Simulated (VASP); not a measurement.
# BrCs in VASP: single point with SCAN

Aim: the single point of BrCs with SCAN.

Everything below comes from runs of VASP 6.6.1. Logs are shortened: lines on timing, memory, paths and dates and some standing lists are left out, and cuts for length are marked.

### Step 1. The cell of the first run

The cell holds a molecule in a box, 2 atoms: a = 9.000 Å, b = 9.000 Å, c = 13.000 Å, α = 90.00°, β = 90.00°, γ = 90.00°.

### Step 2. Single point, SCAN

Contents of POSCAR:

```
CsBr
1.0
    9.0000000000      0.0000000000      0.0000000000
    0.0000000000      9.0000000000      0.0000000000
    0.0000000000      0.0000000000     13.0000000000
Br Cs
1 1
Direct
    0.5014444400      0.5023333300      0.3844518800
    0.5014444400      0.5023333300      0.6207788800
```

Contents of INCAR.step1:

```
ALGO = Normal
EDIFF = 1E-5
EFERMI = MIDGAP
ENCUT = 440
GGA = PE
GGA_COMPAT = F
ISIF = 0
ISMEAR = 0
LASPH = T
LCHARG = T
LREAL = F
LWAVE = T
NELM = 100
NELMDL = -8
PREC = Accurate
SIGMA = 0.03
```

Contents of INCAR.step2:

```
ALGO = All
EDIFF = 1E-6
EFERMI = MIDGAP
ENCUT = 440
GGA_COMPAT = F
ISEARCH = 1
ISIF = 0
ISMEAR = 0
ISTART = 1
LASPH = T
LCHARG = F
LMIXTAU = T
LREAL = F
LWAVE = F
METAGGA = SCAN
NELM = 100
NELMDL = -8
PREC = Accurate
SIGMA = 0.03
```

Contents of KPOINTS:

```
k-points
0
Gamma
  1 1 1
```

Potentials or basis: VASP PAW PBE potentials, release 64 (Br, Cs_sv).

Command:

```console
$ cat potpaw_PBE.64/Br/POTCAR potpaw_PBE.64/Cs_sv/POTCAR > POTCAR
$ cp INCAR.step1 INCAR
$ mpirun -np 1 vasp_gam > vasp.out
$ cp INCAR.step2 INCAR
$ mpirun -np 1 vasp_gam > vasp.out
```

OUTCAR:

```text
EDIFF = 1E-6
   EFERMI = MIDGAP
   ENCUT = 440
   ISIF = 0
   ISMEAR = 0
   ISTART = 1
   LASPH = T
   LREAL = F
   METAGGA = SCAN
   NELM = 100
   NELMDL = -8
   PREC = Accurate

 Found      1 irreducible k-points:

 Following reciprocal coordinates:
            Coordinates               Weight
  0.000000  0.000000  0.000000      1.000000
   k-points           NKPTS =      1   k-points in BZ     NKDIM =      1   number of bands    NBANDS=     12
   number of dos      NEDOS =    301   number of ions     NIONS =      2
   total plane-waves  NPLWV = 368640
   dimension x,y,z NGX =    64 NGY =   64 NGZ =   90
   dimension x,y,z NGXF=   128 NGYF=  128 NGZF=  180
   ions per type =               1   1
   NGX,Y,Z   is equivalent  to a cutoff of  11.82, 11.82, 11.51 a.u.
   NGXF,Y,Z  is equivalent  to a cutoff of  23.64, 23.64, 23.02 a.u.
 SYSTEM =  unknown system
   PREC   = accura    normal or accurate (medium, high low for compatibility)
   ISTART =      1    job   : 0-new  1-cont  2-samecut
   ICHARG =      0    charge: 1-file 2-atom 10-const
   ISPIN  =      1    spin polarized calculation?
   LNONCOLLINEAR =      F non collinear calculations
   LSORBIT =      F    spin-orbit coupling
   LASPH  =      T    aspherical Exc in radial PAW
   ENCUT  =  440.0 eV  32.34 Ry    5.69 a.u.  15.39 15.39 22.23*2*pi/ulx,y,z
   NELM   =    100;   NELMIN=  2; NELMDL= -8     # of ELM steps
   EDIFF  = 0.1E-05   stopping-criterion for ELM
   LREAL  =      F    real-space projection
   EDIFFG = 0.1E-04   stopping-criterion for IOM
   NSW    =      0    number of steps for IOM
   IBRION =     -1    ionic relax: 0-MD 1-quasi-New 2-CG
   NFREE  =      0    steps in history (QN), initial steepest desc. (CG)
   ISIF   =      0    stress and relaxation
   ISYM   =      2    0-nonsym 1-usesym 2-fastsym
   POTIM  = 0.5000    time-step for ionic-motion
   TEBEG  =    0.0;   TEEND  =   0.0 temperature during run

   SCALEE = 1.0000    scale energy and forces
   PSTRESS=    0.0 pullay stress
   NELECT =      16.0000    total number of electrons
   NUPDOWN=      -1.0000    fix difference up-down
   EMIN   =  10.00;   EMAX   =-10.00  energy-range for DOS
   EFERMI =   0.00;   METHOD = MIDGAP
   ISMEAR =     0;   SIGMA  =   0.03  broadening in eV -4-tet -1-fermi 0-gaus
   EFERMI_NEDOS =   21; number of points for ismear=-14 and -15
   IALGO  =     58    algorithm
   IMIX   =      4    mixing-type and parameters
     AMIX     =   0.40;   BMIX     =  1.00
     AMIX_MAG =   1.60;   BMIX_MAG =  1.00
  volume/ion in A,a.u.               =     526.50      3553.00
  Fermi-wavevector in a.u.,A,eV,Ry     =   0.405482  0.766251  2.237015  0.164416
  Thomas-Fermi vector in A             =   1.357813
   LORBIT       =      0    0 simple, 1 ext, 2 COOP (PROOUT), +10 PAW based schemes
   METAGGA = SCAN    functional components
   LHFCALC =     F    Hartree Fock is set to
   AEXX    =    0.0000 exact exchange contribution
   IVDW    =     0    specifies the selected vdW correction
   LEPSILON=     F    determine dielectric tensor
   LRPA    =     F    only Hartree local field effects (RPA)

   CSHIFT  =0.1000    complex shift for real part using Kramers Kronig

   OMEGAMAX=  -1.0    maximum frequency
 non-spin polarized calculation
 Gauss-broadening in eV      SIGMA  =   0.03
  energy-cutoff  :      440.00
  volume of cell :     1053.00
 maximum number of plane-waves:     11009
 NGX is ok and might be reduce to    64
   NGX = 31   NGY = 31   NGZ = 45

 number of electron      15.9999999 magnetization

 Free energy of the ion-electron system (eV)
  ---------------------------------------------------
  ext. energy  EPLUGINS =         0.00000000
  ---------------------------------------------------
  free energy    TOTEN  =       -59.26593215 eV

  energy without entropy =      -59.26593215  energy(sigma->0) =      -59.26593215

 E-fermi :  -2.6079     XC(G=0):  -0.9971

 val. band max:       -4.4404732190   @ k =   0.0000   0.0000   0.0000
 cond. band min:      -0.7760401264   @ k =   0.0000   0.0000   0.0000
 fundamental gap:      3.6644330927
 Fermi energy:        -2.6079216037

 k-point     1 :       0.0000    0.0000    0.0000
  band No.  band energies     occupation
      1     -27.1261      2.00000
      2     -16.8309      2.00000
      3     -13.5863      2.00000
      4     -13.5859      2.00000
      5     -13.2663      2.00000
      6      -4.5492      2.00000
      7      -4.4409      2.00000
      8      -4.4405      2.00000
      9      -0.7760      0.00000
     10       0.5505      0.00000
     11       0.6509      0.00000
     12       0.9842      0.00000

------------------------ aborting loop because EDIFF is reached ----------------------------------------

 VOLUME and BASIS-vectors are now :
 -----------------------------------------------------------------------------
  energy-cutoff  :      440.00
  volume of cell :     1053.00
      direct lattice vectors                 reciprocal lattice vectors
     9.000000000  0.000000000  0.000000000     0.111111111  0.000000000  0.000000000
     0.000000000  9.000000000  0.000000000     0.000000000  0.111111111  0.000000000
     0.000000000  0.000000000 13.000000000     0.000000000  0.000000000  0.076923077

 POSITION                                       TOTAL-FORCE (eV/Angst)
 -----------------------------------------------------------------------------------
      4.51300      4.52100      4.99787         0.000000      0.000000     -0.065331
      4.51300      4.52100      8.07013         0.000000     -0.000000      0.065331
 -----------------------------------------------------------------------------------
    total drift:                                0.002246      0.004723      0.011699

  FREE ENERGIE OF THE ION-ELECTRON SYSTEM (eV)
  ---------------------------------------------------
  free  energy   TOTEN  =       -59.2659321493 eV

  energy  without entropy=      -59.2659321493  energy(sigma->0) =      -59.26593215
```

Run time: 2.6 min. Hardware: 1 thread of AMD EPYC 9R14 (Zen 4), shared host; peak memory 0.73 GiB.

Results:

```
Free energy                     : -59.2659 eV
Largest force                   : 0.065 eV/Å
Gap between the frontier levels : 3.66 eV
```

Forces in eV/Å, atoms in the order of the input:
```
Br   0.000  0.000 -0.065
Cs   0.000  0.000  0.065
```

Levels at points of the mesh, in eV from the valence-band top:
| k point | band 4 | band 5 | band 6 | band 7 | band 8 | band 9 | band 10 | band 11 | band 12 |
| --- | --- | --- | --- | --- | --- | --- | --- | --- | --- |
| (0.00, 0.00, 0.00) | -9.15 | -8.83 | -0.11 | 0.00 | 0.00 | 3.66 | 4.99 | 5.09 | 5.42 |

Caveat: the PAW data sets were made with another functional, which shifts forces and pressure a little; spin-orbit coupling is left out, which moves the levels of the heavy elements.
